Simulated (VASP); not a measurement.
Here is a VASP 6.6.1 calculation.

INCAR

```
PREC     = Accurate       # precision mode
ENCUT    = 520            # plane-wave cutoff, eV
EDIFF    = 1E-7           # SCF threshold, eV
ISMEAR   = 0              # smearing method
SIGMA    = 0.1            # smearing width, eV
LREAL    = False          # projectors in reciprocal space
LASPH    = True           # aspherical terms in the spheres
NELM     = 80             # most SCF steps
ALGO     = Normal         # electronic algorithm
ISIF     = 2              # what is computed and relaxed
LWAVE    = False          # write WAVECAR
LCHARG   = False          # write CHGCAR
GGA      = PE             # functional
NBANDS   = 24             # bands
```

File KPOINTS:

```
Automatic mesh
0
Gamma
  4 4 4
```

The input POSCAR:

```
Sn2Se
1.0
    5.8065289682      0.0000000000      0.0000000000
    0.0000000000      5.8065289682      0.0000000000
    0.0000000000      0.0000000000      2.8844810985
Sn Se
2 1
Direct
    0.0000000000      0.5000000000      0.5000000000
    0.5000000000      0.0000000000      0.5000000000
    0.5000000000      0.5000000000      0.5000000000
```

Potentials or basis: VASP PAW PBE potentials, release 64 (Sn_d, Se).

Command:

```bash
$ cat potpaw_PBE.64/Sn_d/POTCAR potpaw_PBE.64/Se/POTCAR > POTCAR
$ mpirun -np 1 vasp_std > vasp.out
```

(1) Estimate the band gap on the k mesh.

(2) Predict the pressure.

Results:

(1) zero (bands 17 and 18 overlap by 2.96 eV).

(2) 0.1 GPa.

Caveat: the k points lie up to 0.54 Å⁻¹ apart, too coarse for converged energies and pressures of a metal; spin-orbit coupling is left out, which moves the levels of the heavy elements.
